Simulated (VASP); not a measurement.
Crystal: Pt.

```
CELL_PARAMETERS angstrom
0.00000 1.98506 1.98506
1.98506 0.00000 1.98506
1.98506 1.98506 0.00000
ATOMIC_POSITIONS crystal
Pt 0.00000 0.00000 0.00000
```

- Program: VASP 6.6.1
- Task: relaxation of cell and atoms
- Functional: PBE
- Dispersion: D3(BJ)
- Potentials or basis: VASP PAW PBE potentials, release 64 (Pt)
- Cutoff: 600 eV
- k mesh: 18 × 18 × 18
- Occupations: gaussian, width 0.1 eV
- Spin: no spin polarisation

At the start: pressure -8.4 GPa; volume 15.64 Å³/atom.

Q: How do energy, volume and symmetry change on relaxing?

A: Over 4 steps the energy falls by 13.9 meV/atom and the volume is 15.14 Å³/atom (-3.2 %); space group Fm-3m (No. 225, to 0.05 Å).

Step by step:
| step | energy change (eV) | largest force (eV/Å) | pressure (GPa) | volume (Å³) |
| --- | --- | --- | --- | --- |
| 1 | 0.0000 | 0.0000 | -8.43 | 15.64 |
| 2 | 0.0993 | 0.0000 | 30.98 | 13.85 |
| 3 | -0.0139 | 0.0000 | -0.34 | 15.15 |
| 4 | -0.0139 | 0.0000 | -0.05 | 15.14 |

Final structure:
```
Pt
1.0
     0.00000    1.96334    1.96334
     1.96334    0.00000    1.96334
     1.96334    1.96334    0.00000
Pt
1
Direct
  0.00000 0.00000 0.00000
```

Caveat: pairwise dispersion overbinds metals, which lowers pressure and volume.
